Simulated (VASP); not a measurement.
Here is a VASP 6.6.1 calculation.

INCAR

```
ALGO = Normal
EDIFF = 1E-6
ENCUT = 520
GGA = PE
ISIF = 2
ISMEAR = -1
LASPH = True
LCHARG = False
LREAL = False
LWAVE = False
NBANDS = 15
NELM = 100
PREC = Accurate
SIGMA = 0.02
```

Contents of KPOINTS:

```
k-points
0
Gamma
  10 10 10
```

The input POSCAR:

```
CaO
1.0
    0.0000000000      2.5265383152      2.5265383152
    2.5265383152      0.0000000000      2.5265383152
    2.5265383152      2.5265383152      0.0000000000
Ca O
1 1
Direct
    0.0000000000      0.0000000000      0.0000000000
    0.5000000000      0.5000000000      0.5000000000
```

Potentials or basis: VASP PAW PBE potentials, release 64 (Ca_sv, O).

Command:

```bash
$ cat potpaw_PBE.64/Ca_sv/POTCAR potpaw_PBE.64/O/POTCAR > POTCAR
$ mpirun -np 1 vasp_std > vasp.out
```

Task: What does it give for the pressure?

Result: -10.3 GPa.

Task: What does it give for the band gap on the k mesh?

Result: 3.60 eV, direct.

Caveat: the cell differs from its parent crystal (strain +5.4%). A k mesh can miss the band edges.
